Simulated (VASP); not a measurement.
# CuSi16 (a cell with a defect) in VASP: a series of runs

CuSi16 (a cell with a defect) is run at these levels: PBE; tasks: single point.

All numbers are computed with VASP 6.6.1; they aren't measurements. Logs are shortened: lines on timing, memory, paths and dates and some standing lists are left out, and cuts for length are marked.

## (1) The cell of the first run

The cell holds a defect, 17 atoms: a = 7.679 Å, b = 7.679 Å, c = 7.679 Å, α = 60.00°, β = 60.00°, γ = 60.00°.

## (2) Single point, PBE

Contents of INCAR:

```
PREC = Accurate
ENCUT = 520
EDIFF = 1E-6
ISMEAR = 0
SIGMA = 0.02
LREAL = Auto
LASPH = True
NELM = 100
ALGO = Normal
ISIF = 2
LWAVE = False
LCHARG = False
GGA = PE
NELECT = 74.0
NBANDS = 52
```

Contents of KPOINTS:

```
regular mesh
0
Gamma
  2 2 2
```

Contents of POSCAR:

```
CuSi16
1.0
    0.0000000000      5.4300000000      5.4300000000
    5.4300000000      0.0000000000      5.4300000000
    5.4300000000      5.4300000000      0.0000000000
Si Cu
16 1
Direct
   -0.0133204729      0.0107498593     -0.0032754201
    0.1233070150      0.1398353380      0.1135630782
    0.0026597754      0.0088577901      0.4861784834
    0.1153045793      0.1322656939      0.6227157035
    0.0076123857      0.5139694143     -0.0289867640
    0.1272892526      0.6208056437      0.1157540623
    0.0008649299      0.5064410585      0.4877738109
    0.1327242212      0.6349716390      0.5998724668
    0.5059700405      0.0105573287     -0.0034783227
    0.6188195909      0.1046520390      0.1574383028
    0.4891493822     -0.0071895185      0.5291324433
    0.6300501258      0.1322556687      0.6225312989
    0.5110657234      0.4759093887      0.0021847210
    0.6363011813      0.6207958549      0.1156244142
    0.5052460129      0.5064627310      0.4877113835
    0.6284215406      0.6156671733      0.6277878398
    0.3521430163      0.8424702976      0.9527716980
```

Potentials or basis: VASP PAW PBE potentials, release 64 (Si, Cu).

Command:

```bash
$ cat potpaw_PBE.64/Si/POTCAR potpaw_PBE.64/Cu/POTCAR > POTCAR
$ mpirun -np 1 vasp_std > vasp.out
```

OUTCAR:

```text
PREC = Accurate
   ENCUT = 520
   EDIFF = 1E-6
   ISMEAR = 0
   LREAL = Auto
   LASPH = True
   NELM = 100
   ISIF = 2
   GGA = PE
   NELECT = 74.0

 ion  position               nearest neighbor table
   1  0.987  0.011  0.997-  10 2.32   4 2.35  17 2.35   2 2.40   6 2.45
   2  0.123  0.140  0.114-   3 2.34   5 2.35   1 2.40   9 2.40  17 2.54
   3  0.003  0.009  0.486-   2 2.34   4 2.34  12 2.34   8 2.35
   4  0.115  0.132  0.623-   3 2.34   1 2.35   7 2.35  11 2.35
   5  0.008  0.514  0.971-   8 2.33   6 2.33  14 2.33   2 2.35
   6  0.127  0.621  0.116-   5 2.33   7 2.33  13 2.41   1 2.45  17 2.47
   7  0.001  0.506  0.488-   6 2.33   8 2.34  16 2.34   4 2.35
   8  0.133  0.635  0.600-   5 2.33   7 2.34  15 2.34   3 2.35
   9  0.506  0.011  0.997-  10 2.32  12 2.35  17 2.35   2 2.40  14 2.45
  10  0.619  0.105  0.157-   1 2.32   9 2.32  11 2.33  13 2.34
  11  0.489  0.993  0.529-  10 2.33  12 2.35   4 2.35  16 2.37  17 2.66
  12  0.630  0.132  0.623-   3 2.34   9 2.35  15 2.35  11 2.35
  13  0.511  0.476  0.002-  10 2.34  17 2.35  16 2.35  14 2.41   6 2.41
  14  0.636  0.621  0.116-   5 2.33  15 2.33  13 2.41   9 2.45  17 2.47
  15  0.505  0.506  0.488-  14 2.33   8 2.34  16 2.34  12 2.35
  16  0.628  0.616  0.628-   7 2.34  15 2.34  13 2.35  11 2.37
  17  0.352  0.842  0.953-  13 2.35   1 2.35   9 2.35   6 2.47  14 2.47   2 2.54  11 2.66

  LATTYP: Found a face centered cubic cell.
 ALAT       =    10.8600000000

  Lattice vectors:

 A1 = (   0.0000000000,   5.4300000000,   5.4300000000)
 A2 = (   5.4300000000,   0.0000000000,   5.4300000000)
 A3 = (   5.4300000000,   5.4300000000,   0.0000000000)

Analysis of symmetry for initial positions (statically):
=====================================================================
 Subroutine PRICEL returns:
 Original cell was already a primitive cell.

 Routine SETGRP: Setting up the symmetry group for a
 face centered cubic supercell.

 Subroutine GETGRP returns: Found  1 space group operations
 (whereof  1 operations were pure point group operations)
 out of a pool of 48 trial point group operations.

The static configuration has the point symmetry C_1 .

Analysis of symmetry for dynamics (positions and initial velocities):
=====================================================================
 Subroutine PRICEL returns:
 Original cell was already a primitive cell.

 Routine SETGRP: Setting up the symmetry group for a
 face centered cubic supercell.

 Subroutine GETGRP returns: Found  1 space group operations
 (whereof  1 operations were pure point group operations)
 out of a pool of 48 trial point group operations.

The dynamic configuration has the point symmetry C_1 .

 Subroutine INISYM returns: Found  1 space group operations
 (whereof  1 operations are pure point group operations),
 and found     1 'primitive' translations

----------------------------------------------------------------------------------------

                                     Primitive cell

  volume of cell :     320.2060

  direct lattice vectors                    reciprocal lattice vectors
     0.000000000  5.430000000  5.430000000    -0.092081031  0.092081031  0.092081031
     5.430000000  0.000000000  5.430000000     0.092081031 -0.092081031  0.092081031
     5.430000000  5.430000000  0.000000000     0.092081031  0.092081031 -0.092081031

  length of vectors
     7.679179644  7.679179644  7.679179644     0.159489025  0.159489025  0.159489025

  position of ions in fractional coordinates (direct lattice)
     0.986679527  0.010749859  0.996724580
     0.123307015  0.139835338  0.113563078
     0.002659775  0.008857790  0.486178483
     0.115304579  0.132265694  0.622715703
     0.007612386  0.513969414  0.971013236
     0.127289253  0.620805644  0.115754062
[... 9 lines left out ...]
     0.628421541  0.615667173  0.627787840
     0.352143016  0.842470298  0.952771698

  ion indices of the primitive-cell ions
   primitive index   ion index
                 1           1
                 2           2
                 3           3
                 4           4
                 5           5
                 6           6
[... 9 lines left out ...]
                16          16
                17          17

----------------------------------------------------------------------------------------

 KPOINTS: regular mesh

Automatic generation of k-mesh.
 Grid dimensions read from file:
 generate k-points for:    2    2    2

 Generating k-lattice:

  Cartesian coordinates                     Fractional coordinates (reciprocal lattice)
    -0.046040516  0.046040516  0.046040516     0.500000000  0.000000000  0.000000000
     0.046040516 -0.046040516  0.046040516     0.000000000  0.500000000  0.000000000
     0.046040516  0.046040516 -0.046040516     0.000000000  0.000000000  0.500000000

  Length of vectors
     0.079744512  0.079744512  0.079744512

  Shift w.r.t. Gamma in fractional coordinates (k-lattice)
     0.000000000  0.000000000  0.000000000

 Subroutine IBZKPT returns following result:
 ===========================================

 Found      8 irreducible k-points:

 Following reciprocal coordinates:
            Coordinates               Weight
  0.000000  0.000000  0.000000      1.000000
  0.500000  0.000000  0.000000      1.000000
  0.000000  0.500000  0.000000      1.000000
  0.000000  0.000000  0.500000      1.000000
  0.500000  0.500000  0.500000      1.000000
  0.500000  0.500000  0.000000      1.000000
  0.000000  0.500000  0.500000      1.000000
  0.500000  0.000000  0.500000      1.000000
   k-points           NKPTS =      8   k-points in BZ     NKDIM =      8   number of bands    NBANDS=     52
   number of dos      NEDOS =    301   number of ions     NIONS =     17
   total plane-waves  NPLWV = 216000
   dimension x,y,z NGX =    60 NGY =   60 NGZ =   60
   dimension x,y,z NGXF=   120 NGYF=  120 NGZF=  120
   ions per type =              16   1
   NGX,Y,Z   is equivalent  to a cutoff of  12.99, 12.99, 12.99 a.u.
   NGXF,Y,Z  is equivalent  to a cutoff of  25.98, 25.98, 25.98 a.u.
 SYSTEM =  unknown system
   PREC   = accura    normal or accurate (medium, high low for compatibility)
   ISTART =      0    job   : 0-new  1-cont  2-samecut
   ICHARG =      2    charge: 1-file 2-atom 10-const
   ISPIN  =      1    spin polarized calculation?
   LNONCOLLINEAR =      F non collinear calculations
   LSORBIT =      F    spin-orbit coupling
   LASPH  =      T    aspherical Exc in radial PAW
   ENCUT  =  520.0 eV  38.22 Ry    6.18 a.u.  14.28 14.28 14.28*2*pi/ulx,y,z
   NELM   =    100;   NELMIN=  2; NELMDL= -5     # of ELM steps
   EDIFF  = 0.1E-05   stopping-criterion for ELM
   LREAL  =      T    real-space projection
   EDIFFG = 0.1E-04   stopping-criterion for IOM
   NSW    =      0    number of steps for IOM
   IBRION =     -1    ionic relax: 0-MD 1-quasi-New 2-CG
   NFREE  =      0    steps in history (QN), initial steepest desc. (CG)
   ISIF   =      2    stress and relaxation
   ISYM   =      2    0-nonsym 1-usesym 2-fastsym
   POTIM  = 0.5000    time-step for ionic-motion
   TEBEG  =    0.0;   TEEND  =   0.0 temperature during run
   PSTRESS=    0.0 pullay stress
   NELECT =      74.0000    total number of electrons
   NUPDOWN=      -1.0000    fix difference up-down
   EMIN   =  10.00;   EMAX   =-10.00  energy-range for DOS
   EFERMI =   0.00;   METHOD = LEGACY
   ISMEAR =     0;   SIGMA  =   0.02  broadening in eV -4-tet -1-fermi 0-gaus
   EFERMI_NEDOS =   21; number of points for ismear=-14 and -15
   IALGO  =     38    algorithm
   IMIX   =      4    mixing-type and parameters
     AMIX     =   0.40;   BMIX     =  1.00
     AMIX_MAG =   1.60;   BMIX_MAG =  1.00
  volume/ion in A,a.u.               =      18.84       127.11
  Fermi-wavevector in a.u.,A,eV,Ry     =   1.004636  1.898488 13.732283  1.009294
  Thomas-Fermi vector in A             =   2.137265
   LORBIT       =      0    0 simple, 1 ext, 2 COOP (PROOUT), +10 PAW based schemes
   GGA     = PE    functional components
   LHFCALC =     F    Hartree Fock is set to
   AEXX    =    0.0000 exact exchange contribution
   IVDW    =     0    specifies the selected vdW correction
   LEPSILON=     F    determine dielectric tensor
   LRPA    =     F    only Hartree local field effects (RPA)
 non-spin polarized calculation
 Gauss-broadening in eV      SIGMA  =   0.02
  energy-cutoff  :      520.00
  volume of cell :      320.21
 maximum number of plane-waves:      8646
 NGX is ok and might be reduce to    60
   NGX = 29   NGY = 29   NGZ = 29

 number of electron      74.0000002 magnetization

 Free energy of the ion-electron system (eV)
  ---------------------------------------------------
  ext. energy  EPLUGINS =         0.00000000
  ---------------------------------------------------
  free energy    TOTEN  =       -94.22277287 eV

  energy without entropy =      -94.22277286  energy(sigma->0) =      -94.22277287

 E-fermi :   6.4014     XC(G=0):  -9.6098

 val. band max:        6.3268538424   @ k =   0.0000   0.0000   0.0000
 cond. band min:       6.4758723184   @ k =   0.0000   0.0000   0.0000
 fundamental gap:      0.1490184760
 Fermi energy:         6.4013603290

 k-point     1 :       0.0000    0.0000    0.0000
  band No.  band energies     occupation
      1      -5.8944      2.00000
      2      -3.5306      2.00000
      3      -3.5143      2.00000
      4      -3.4869      2.00000
      5      -3.4665      2.00000
      6      -2.0099      2.00000
[... 41 lines left out ...]
     48       8.4714      0.00000
     49       8.5749      0.00000

 k-point     2 :       0.5000    0.0000    0.0000
  band No.  band energies     occupation
      1      -5.1982      2.00000
      2      -4.9637      2.00000
      3      -3.3055      2.00000
      4      -3.2501      2.00000
      5      -3.1513      2.00000
      6      -3.0379      2.00000
[... 304 lines left out ...]
 k-point     8 :       0.5000    0.0000    0.5000
  band No.  band energies     occupation
      1      -4.9331      2.00000
      2      -4.7146      2.00000
      3      -3.8822      2.00000
      4      -3.7742      2.00000
      5      -3.7457      2.00000
      6      -3.7376      2.00000
[... 41 lines left out ...]
     48      10.4724      0.00000
     49      10.4882      0.00000
 [bands above 49 left out]

------------------------ aborting loop because EDIFF is reached ----------------------------------------

  FORCE on cell =-STRESS in cart. coord.  units (eV):
  Direction    XX          YY          ZZ          XY          YZ          ZX
  --------------------------------------------------------------------------------------
  -------------------------------------------------------------------------------------
  Total       -1.9574019     -1.3532364     -1.3240396      0.0725657      0.7318615     -0.0700739
  in kB       -9.7940227     -6.7710305     -6.6249419      0.3630885      3.6619297     -0.3506205
  external PRESSURE =      -7.7299984 kB  Pullay stress =       0.0000000 kB

 VOLUME and BASIS-vectors are now :
 -----------------------------------------------------------------------------
  energy-cutoff  :      520.00
  volume of cell :      320.21
      direct lattice vectors                 reciprocal lattice vectors
     0.000000000  5.430000000  5.430000000    -0.092081031  0.092081031  0.092081031
     5.430000000  0.000000000  5.430000000     0.092081031 -0.092081031  0.092081031
     5.430000000  5.430000000  0.000000000     0.092081031  0.092081031 -0.092081031

 POSITION                                       TOTAL-FORCE (eV/Angst)
 -----------------------------------------------------------------------------------
      5.47059     10.76988      5.41604         0.002154      0.000030     -0.004940
      1.37595      1.28620      1.42886        -0.002463      0.000612      0.001347
      2.68805      2.65439      0.06254         0.002068     -0.004520      0.004175
      4.09955      4.00745      1.34431        -0.002822      0.005395     -0.005144
      8.06346      5.31394      2.83219         0.003898      0.003562     -0.003849
      3.99952      1.31973      4.06216         0.001175     -0.006808     -0.005819
[... 9 lines left out ...]
      6.75196      6.82122      6.75540        -0.003724      0.000688     -0.003125
      9.74816      7.08569      6.48675         0.006995     -0.007480      0.017314
 -----------------------------------------------------------------------------------
    total drift:                               -0.004919      0.004178     -0.003156

  FREE ENERGIE OF THE ION-ELECTRON SYSTEM (eV)
  ---------------------------------------------------
  free  energy   TOTEN  =       -94.2227728668 eV

  energy  without entropy=      -94.2227728641  energy(sigma->0) =      -94.22277287
```

Run time: 6.8 min. Hardware: 1 thread of AMD EPYC 7R43 (Zen 3), shared host; peak memory 0.45 GiB.

Results:

| Item | Value |
| --- | --- |
| Free energy | -94.2228 eV |
| Largest force | 0.020 eV/Å |

Forces in eV/Å, atoms in the order of the input:
```
Si   0.002  0.000 -0.005
Si  -0.002  0.001  0.001
Si   0.002 -0.005  0.004
Si  -0.003  0.005 -0.005
Si   0.004  0.004 -0.004
Si   0.001 -0.007 -0.006
Si   0.000  0.001  0.001
Si   0.000  0.005 -0.004
Si   0.005  0.001 -0.001
Si  -0.009 -0.004  0.003
Si   0.000 -0.012  0.010
Si   0.000  0.006 -0.005
Si  -0.006  0.005 -0.009
Si   0.003  0.008  0.006
Si  -0.001 -0.002 -0.001
Si  -0.004  0.001 -0.003
Cu   0.007 -0.007  0.017
```

Caveat: the k points lie up to 0.50 Å⁻¹ apart; the cell carries a net charge on a neutralising background, which shifts energy and pressure; the cell is charged against a uniform background, so pressure and absolute levels hang on convention.

## (3) Single point, PBE

Contents of INCAR:

```
SYSTEM = CuSi16
PREC = Accurate
ENCUT = 520
EDIFF = 1E-6
ISMEAR = 0
SIGMA = 0.02
LREAL = Auto
LASPH = .TRUE.
NELM = 100
ALGO = Normal
ISIF = 2
LWAVE = .FALSE.
LCHARG = .FALSE.
GGA = PE
NELECT = 74.0
NBANDS = 52
```

Contents of KPOINTS:

```
regular mesh
0
G
  2 2 2
  0 0 0
```

Contents of POSCAR:

```
CuSi16
1.0
    0.0000000000      5.4300000000      5.4300000000
    5.4300000000      0.0000000000      5.4300000000
    5.4300000000      5.4300000000      0.0000000000
Si Cu
16 1
Direct
    0.0044525699      0.0042718365      0.0048979212
    0.1287947621      0.1286573333      0.1292879481
    0.0051160475      0.0059315648      0.5023578938
    0.1268232352      0.1278956176      0.6330416616
    0.0063240793      0.5014478284      0.0061735770
    0.1279853761      0.6322272538      0.1281098814
   -0.0080002538      0.5002302694      0.5005440534
    0.1202536354      0.6302531494      0.6305322451
    0.5018788298      0.0062992714      0.0053441686
    0.6325495056      0.1281147234      0.1271972011
    0.4993725308     -0.0067171474      0.4996995373
    0.6291246727      0.1215557534      0.6295989244
    0.5004991278      0.5004843433     -0.0081808319
    0.6305982554      0.6307795669      0.1193493257
    0.4885712179      0.4897237684      0.4876878287
    0.6118639320      0.6136256471      0.6120583194
    0.7368312264      0.7371795002      0.7347769550
```

Potentials or basis: VASP PAW PBE potentials, release 64 (Si, Cu).

Command:

```bash
$ cat potpaw_PBE.64/Si/POTCAR potpaw_PBE.64/Cu/POTCAR > POTCAR
$ mpirun -np 1 vasp_std > vasp.out
```

It took 7 min on 1 thread of AMD EPYC 7R43 (Zen 3), shared host; peak memory 0.45 GiB.

It converged, with:

```
Free energy   : -94.2204 eV
Largest force : 0.034 eV/Å
```

Forces in eV/Å, atoms in the order of the input:
```
Si  -0.015 -0.007 -0.018
Si   0.006  0.024  0.007
Si   0.007 -0.012  0.009
Si  -0.004  0.012  0.022
Si   0.010 -0.010  0.006
Si   0.007  0.012  0.010
Si   0.003 -0.014  0.000
Si  -0.033  0.006 -0.005
Si   0.012 -0.013  0.002
Si   0.019  0.011 -0.003
Si   0.004 -0.003 -0.001
Si  -0.017  0.000 -0.010
Si   0.006 -0.013  0.001
Si  -0.014  0.004 -0.025
Si   0.018  0.004  0.013
Si  -0.020  0.004 -0.013
Cu   0.011 -0.005  0.004
```

Levels at points of the mesh, in eV from the Fermi level:
| k point | band 35 | band 36 | band 37 | band 38 | band 39 | band 40 |
| --- | --- | --- | --- | --- | --- | --- |
| (0.00, 0.00, 0.00) | -0.56 | -0.10 | -0.10 | 0.26 | 0.69 | 0.70 |
| (0.50, 0.00, 0.00) | -0.76 | -0.67 | -0.59 | 0.67 | 1.17 | 1.37 |
| (0.00, 0.50, 0.00) | -0.76 | -0.67 | -0.59 | 0.67 | 1.18 | 1.38 |
| (0.00, 0.00, 0.50) | -0.76 | -0.67 | -0.58 | 0.67 | 1.17 | 1.37 |
| (0.50, 0.50, 0.50) | -0.83 | -0.64 | -0.63 | 0.51 | 1.34 | 1.43 |
| (0.50, 0.50, 0.00) | -1.35 | -1.32 | -0.87 | 0.76 | 1.15 | 2.11 |
| (0.00, 0.50, 0.50) | -1.35 | -1.32 | -0.87 | 0.75 | 1.15 | 2.11 |
| (0.50, 0.00, 0.50) | -1.35 | -1.32 | -0.86 | 0.76 | 1.15 | 2.11 |

Caveat: the k points lie up to 0.50 Å⁻¹ apart; the cell carries a net charge on a neutralising background, which shifts energy and pressure; the cell is charged against a uniform background, so pressure and absolute levels hang on convention.

[end of part 1 of 2]
